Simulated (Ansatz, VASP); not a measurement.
## Two plane-wave programs on Pd

The input INCAR:

```
ALGO = Normal
EDIFF = 1E-6
ENCUT = 520
GGA = CA
ISIF = 2
ISMEAR = 1
ISPIN = 2
LASPH = T
LCHARG = F
LMAXMIX = 4
LORBIT = 11
LREAL = F
LWAVE = F
MAGMOM = 0.5
NBANDS = 15
NELM = 150
PREC = Accurate
SIGMA = 1.0
```

Contents of KPOINTS:

```
k-points
0
Gamma
  14 14 14
```

Contents of POSCAR:

```
Pd
1.0
    0.0000000000      1.9202771092      1.9202771092
    1.9202771092      0.0000000000      1.9202771092
    1.9202771092      1.9202771092      0.0000000000
Pd
1
Direct
    0.0000000000      0.0000000000      0.0000000000
```

Input for Ansatz:

```yaml
crystal:
  lattice:
    - [0.0, 1.9202771092, 1.9202771092]
    - [1.9202771092, 0.0, 1.9202771092]
    - [1.9202771092, 1.9202771092, 0.0]
  atoms:
    - { symbol: Pd, position: [0.0, 0.0, 0.0], spin: 0.5 }
hamiltonian:
  xc: lda
  pseudopotentials:
    kind: paw
    azcp:
      Pd: "pseudopotentials/Pd.paw.azcp"
basis:
  ecutwfc: 420
  fft_grid_basis: typed
kpoints:
  mp_grid: { grid: [14, 14, 14], shift: [0, 0, 0] }
magnetization:
  spin_polarized: true
scf:
  occupations: { method: cold, width: 1.0 }
  lower_state_search: "off"
output:
  stress: true
```

Alike in both runs: task single point; functional LDA; k mesh 14 × 14 × 14; collinear spin.

```csv
,VASP,Ansatz
version,VASP 6.6.1,Ansatz 0.2.0
potentials or method,"VASP PAW LDA potentials, release 64 (Pd), cutoff 520 eV","plane waves (420 eV) with PAW, scalar-relativistic"
occupations,"methfessel-paxton of order 1, width 1 eV","cold, width 1 eV"
valence electrons in the cell,10,18
```

|  | VASP | Ansatz | Ansatz less VASP |
| --- | --- | --- | --- |
| pressure (GPa) | 0.0 | -2.3 | -2.38 |
| net moment per atom (μB) | 0.00 | 0.00 | 0.000 |

Ansatz warns that its potentials were made for another functional, while VASP's fit it. LDA's correlation is that of Perdew and Zunger in VASP and of Perdew and Wang (1992) in Ansatz. VASP's potentials hold 10 valence electrons a cell and Ansatz's 18, so a difference there can come from the potentials and not from the codes. Ansatz's warnings: seeded moment not kept, stability check not made.
